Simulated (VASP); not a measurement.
Write the native input for VASP 6.6.1 that does the following.

| Quantity | Value |
| --- | --- |
| Task | single point |
| Functional | PBE |
| Potentials or basis | VASP PAW PBE potentials, release 64 (In_d, Ag) |
| Cutoff | 520 eV |
| k mesh | 6 × 6 × 2 |
| Occupations | gaussian, width 0.1 eV |
| Spin | no spin polarisation |
| Dipole correction | no |
| Further INCAR settings | ALGO = Fast; EDIFF = 1e-06; NBANDS = 24 |

The structure of InAg2 lies in POSCAR:

```
InAg2
1.0
    2.9916992700      0.0000000000      0.0000000000
   -1.4958496400      2.5908875700      0.0000000000
    0.0000000000      0.0000000000      7.8703313800
In Ag
1 2
Direct
    0.0000000000      0.0000000000      0.0000000000
    0.3333333300      0.6666666700      0.3308602500
    0.6666666700      0.3333333300      0.6691397500
```

The cell was generated, and may not be a known phase.

These files were run (other wordings do the same):

INCAR

```
SYSTEM = InAg2
PREC = Accurate
ENCUT = 520
EDIFF = 1E-6
ISMEAR = 0
SIGMA = 0.1
LREAL = .FALSE.
LASPH = .TRUE.
NELM = 60
ALGO = Fast
ISIF = 2
LWAVE = .FALSE.
LCHARG = .TRUE.
GGA = PE
LELF = .TRUE.
LVHAR = .TRUE.
NBANDS = 24
```

KPOINTS

```
regular mesh
0
G
  6 6 2
  0 0 0
```

Potentials or basis: VASP PAW PBE potentials, release 64 (In_d, Ag).

The run is started by

```console
$ cat potpaw_PBE.64/In_d/POTCAR potpaw_PBE.64/Ag/POTCAR > POTCAR
$ mpirun -np 1 vasp_std > vasp.out
```

Results of the run:

```json
{
  "Pressure": "0.5 GPa",
  "Largest force": "0.430 eV/Å",
  "Band gap on the k mesh": "zero (an odd number of electrons rules out a gap without spin polarisation)"
}
```

Caveat: the k points lie up to 0.40 Å⁻¹ apart, too coarse for converged energies and pressures of a metal; spin-orbit coupling is left out, which moves the levels of the heavy elements.

It took 22 s on 1 thread of Intel(R) Xeon(R) Platinum 8488C (Sapphire Rapids) (shared host), peak memory 0.18 GiB.
